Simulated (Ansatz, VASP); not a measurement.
## Ni: VASP beside Ansatz

File INCAR:

```
SYSTEM = Ni
ALGO = Normal
EDIFF = 1E-7
ENCUT = 520
GGA = RP
ISIF = 2
ISMEAR = -1
ISPIN = 2
LASPH = .True.
LCHARG = .True.
LELF = .True.
LMAXMIX = 4
LORBIT = 11
LREAL = .False.
LVHAR = .True.
LWAVE = .False.
MAGMOM = 0.661
NBANDS = 15
NELM = 150
PREC = Accurate
SIGMA = 0.05
```

File KPOINTS:

```
k-points
0
Gamma
  15 15 15
  0 0 0
```

The input POSCAR:

```
Ni
1.0
    2.4457535692      0.0000000000      0.0000000000
    0.0000000000      2.4457535692      0.0000000000
    0.0000000000      0.0000000000      2.4457535692
Ni
1
Direct
    0.0000000000      0.0000000000      0.0000000000
```

Input for Ansatz:

```yaml
crystal:
  lattice:
    - [2.4457535692, 0.0, 0.0]
    - [0.0, 2.4457535692, 0.0]
    - [0.0, 0.0, 2.4457535692]
  atoms:
    - { symbol: Ni, position: [0.0, 0.0, 0.0], spin: 0.661 }
hamiltonian:
  xc: rpbe
  pseudopotentials:
    kind: paw
    azcp:
      Ni: "pseudopotentials/Ni.paw.azcp"
basis:
  ecutwfc: 420
  fft_grid_basis: typed
kpoints:
  mp_grid: { grid: [15, 15, 15], shift: [0, 0, 0] }
magnetization:
  spin_polarized: true
scf:
  occupations: { method: fermi_dirac, width: 0.05 }
  lower_state_search: "off"
output:
  stress: true
```

Alike in both runs: task single point; functional RPBE; k mesh 15 × 15 × 15; occupations fermi-dirac, width 0.05 eV; collinear spin.

```csv
,VASP,Ansatz
version,VASP 6.6.1,Ansatz 0.2.0
potentials or method,"VASP PAW PBE potentials, release 64 (Ni), cutoff 520 eV","plane waves (420 eV) with PAW, scalar-relativistic"
valence electrons in the cell,10,18
```

|  | VASP | Ansatz | Ansatz less VASP |
| --- | --- | --- | --- |
| pressure (GPa) | -9.9 | -10.1 | -0.17 |
| net moment per atom (μB) | 0.80 | 0.82 | +0.016 |
| size of the moment on the site where the two differ most (μB) | 0.82 | 0.85 | +0.033 |

VASP's potentials were made for PBE, not for RPBE. Site moments also hang on the region over which each program counts them. VASP's potentials hold 10 valence electrons a cell and Ansatz's 18, so a difference there can come from the potentials and not from the codes.
